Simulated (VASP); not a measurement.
Input of a VASP 6.6.1 run:

INCAR

```
PREC = Accurate
ENCUT = 600
EDIFF = 1E-6
ISMEAR = 0
SIGMA = 0.01
LREAL = False
LASPH = True
NELM = 120
ALGO = Normal
ISIF = 2
LWAVE = False
LCHARG = True
GGA = PS
LELF = True
LVHAR = True
NBANDS = 17
GGA_COMPAT = False
```

File KPOINTS:

```
regular mesh
0
Gamma
  6 6 6
```

POSCAR

```
PbO
1.0
    0.0000000000      2.7987768025      2.7987768025
    2.7987768025      0.0000000000      2.7987768025
    2.7987768025      2.7987768025      0.0000000000
Pb O
1 1
Direct
    0.0000000000      0.0000000000      0.0000000000
    0.2500000000      0.2500000000      0.2500000000
```

Potentials or basis: VASP PAW PBE potentials, release 64 (Pb_d, O).

The run is started by

```bash
$ cat potpaw_PBE.64/Pb_d/POTCAR potpaw_PBE.64/O/POTCAR > POTCAR
$ mpirun -np 1 vasp_std > vasp.out
```

Problem. Estimate the band gap on the k mesh.

Solution. 0.39 eV (least direct gap 0.54 eV).

Problem. Estimate the pressure.

Solution. -0.9 GPa.

Caveat: the structure was generated, so it needn't be the stable form of PbO; the PAW data sets were made with another functional, which shifts forces and pressure a little; spin-orbit coupling is left out, which moves the levels of the heavy elements. A k mesh can miss the band edges.
